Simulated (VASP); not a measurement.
CO2: relaxation of cell and atoms with PBE+D3(BJ)

CO2:

```
C O
1.0
    -1.84547    1.84547    2.96023
     1.84547   -1.84547    2.96023
     1.84547    1.84547   -2.96023
C O
2 4
Direct
  0.00000 0.00000 0.00000
  0.75000 0.25000 0.50000
  0.37500 0.31528 0.44028
  0.68472 0.12500 0.05972
  0.87500 0.93472 0.55972
  0.06528 0.62500 0.94028
```

```json
{
  "Program": "VASP 6.6.1",
  "Task": "relaxation of cell and atoms",
  "Functional": "PBE",
  "Dispersion": "D3(BJ)",
  "Potentials or basis": "VASP PAW PBE potentials, release 64 (C, O)",
  "Cutoff": "600 eV",
  "k mesh": "8 × 8 × 8",
  "Occupations": "gaussian, width 0.01 eV",
  "Spin": "no spin polarisation",
  "Target pressure": "15 GPa",
  "Dipole correction": "no",
  "Further INCAR settings": "ALGO = Normal; EDIFF = 1e-07; IBRION = 2; EDIFFG = -0.002; NSW = 80; ISIF = 3"
}
```

```yaml
Relaxed_volume: 7.06 Å³/atom
Relaxed_cell: a = 3.994 Å, b = 3.994 Å, c = 3.994 Å, α = 123.54°, β = 123.54°, γ = 83.97°
Space_group_after_relaxing_to_0.1_Å: I-42d (No. 122)
Energy_change_on_relaxing_the_run_minimises_the_enthalpy: -42.8 meV/atom
Ionic_steps: 11
Pressure_after_relaxing: 15.0 GPa
Band_gap_on_the_k_mesh: 7.69 eV (least direct gap 7.98 eV)
Dispersion_energy_per_atom: -0.112 eV
```

Step by step:
```csv
step,energy change (eV),largest force (eV/Å),pressure (GPa),volume (Å³)
1,0.0000,0.1051,26.31,40.33
2,-0.2329,1.0336,2.56,43.16
3,-0.1512,0.4089,15.37,41.51
4,-0.2179,0.1043,14.98,42.03
5,-0.2337,0.0168,14.89,42.19
6,-0.2366,0.0004,15.21,42.20
7,-0.2410,0.0508,16.13,42.22
8,-0.2625,0.0687,14.21,42.45
9,-0.2531,0.0144,15.08,42.34
10,-0.2549,0.0079,15.04,42.36
11,-0.2569,0.0009,14.99,42.38
```

Final structure:
```xyz
6
Lattice="-1.8892 1.8892 2.9687 1.8892 -1.8892 2.9687 1.8892 1.8892 -2.9687" Properties=species:S:1:pos:R:3 pbc="T T T"
C     0.0000    0.0000    0.0000
C     0.0000    1.8892    1.4843
O     0.6913    0.9446    0.7422
O    -0.9446    1.1979    2.2265
O     1.1979    0.9446    3.7109
O     2.8338    0.6913   -0.7422
```

Levels at points of the mesh, in eV from the valence-band top:
```
           k point  band 13  band 14  band 15  band 16  band 17  band 18  band 19  band 20
(0.00, 0.00, 0.00)    -1.56    -0.70    -0.70    -0.30     7.69     9.85     9.85    10.03
(0.50, 0.00, 0.00)    -1.72    -1.45    -0.39    -0.01     8.68     9.99    10.38    10.56
(0.50, 0.50, 0.00)    -0.63    -0.63    -0.52    -0.52     9.47     9.47    10.33    10.33
(0.50, 0.50, 0.50)    -2.91    -2.91    -0.08    -0.08     8.87     8.87    11.13    11.13
```

Run time: 7.1 min on 1 thread of AMD EPYC 9R45 (Zen 5), on a shared host, peak memory 0.18 GiB.

Caveat: the cell is relaxed towards a set pressure, so the run minimises the enthalpy, not the energy. A k mesh can miss the band edges.
